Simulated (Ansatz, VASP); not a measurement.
# BiBrO in VASP and in Ansatz

INCAR

```
SYSTEM = BiBrO
PREC = Accurate
ENCUT = 520
EDIFF = 1E-6
ISMEAR = 0
SIGMA = 0.05
LREAL = .FALSE.
LASPH = .TRUE.
NELM = 100
ALGO = Normal
ISIF = 2
LWAVE = .FALSE.
LCHARG = .TRUE.
LELF = .TRUE.
LVHAR = .TRUE.
NBANDS = 37
```

Contents of KPOINTS:

```
Automatic mesh
0
G
  8 8 4
  0 0 0
```

The input POSCAR:

```
BiBrO
1.0
    3.7532000000      0.0000000000      0.0000000000
    0.0000000000      3.7532000000      0.0000000000
    0.0000000000      0.0000000000      7.6239000000
Bi Br O
2 2 2
Direct
    0.0000000000      0.5000000000      0.1575579020
    0.5000000000      0.0000000000      0.8424420980
    0.0000000000      0.5000000000      0.6517216503
    0.5000000000      0.0000000000      0.3482783497
    0.0000000000      0.0000000000      0.0000000000
    0.5000000000      0.5000000000      0.0000000000
```

Input for Ansatz:

```yaml
crystal:
  lattice:
    - [3.7532, 0.0, 0.0]
    - [0.0, 3.7532, 0.0]
    - [0.0, 0.0, 7.6239]
  atoms:
    - { symbol: Bi, position: [0.0, 0.5, 0.157557902] }
    - { symbol: Bi, position: [0.5, 0.0, 0.842442098] }
    - { symbol: Br, position: [0.0, 0.5, 0.6517216503] }
    - { symbol: Br, position: [0.5, 0.0, 0.3482783497] }
    - { symbol: O, position: [0.0, 0.0, 0.0] }
    - { symbol: O, position: [0.5, 0.5, 0.0] }
basis:
  ecutwfc: 520.0
kpoints:
  mp_grid: { grid: [8, 8, 4] }
hamiltonian:
  xc: lda
  pseudopotentials: { kind: paw }
scf:
  occupations: { method: gaussian, width: 0.05 }
output:
  forces: true
  stress: true
  eigenvalues: true
```

Alike in both runs: task single point; functional LDA; k mesh 8 × 8 × 4; occupations gaussian, width 0.05 eV; no spin polarisation.

|  | VASP | Ansatz |
| --- | --- | --- |
| version | VASP 6.6.1 | Ansatz 0.2.0 |
| potentials or method | VASP PAW LDA potentials, release 64 (Bi_d, Br, O), cutoff 520 eV | scalar-relativistic, plane waves, PAW |
| valence electrons in the cell | 56 | 56 |

```tsv
	VASP	Ansatz	Ansatz less VASP
gap on the k mesh at the Fermi level (eV)	1.97	2.00	+0.025
least direct gap on the mesh (eV)	2.29	2.30	+0.013
pressure (GPa)	13.1	12.6	-0.46
traceless stress, the component that is largest in VASP (GPa)	-2.06	-1.99	+0.070
rms of the force components (eV/Å)	0.520	0.485	-0.0347
```

LDA's correlation is that of Perdew and Zunger in VASP and of Perdew and Wang (1992) in Ansatz. Atom by atom the forces differ by 0.035 eV/Å (rms over components).

Neither program's run includes spin-orbit coupling.
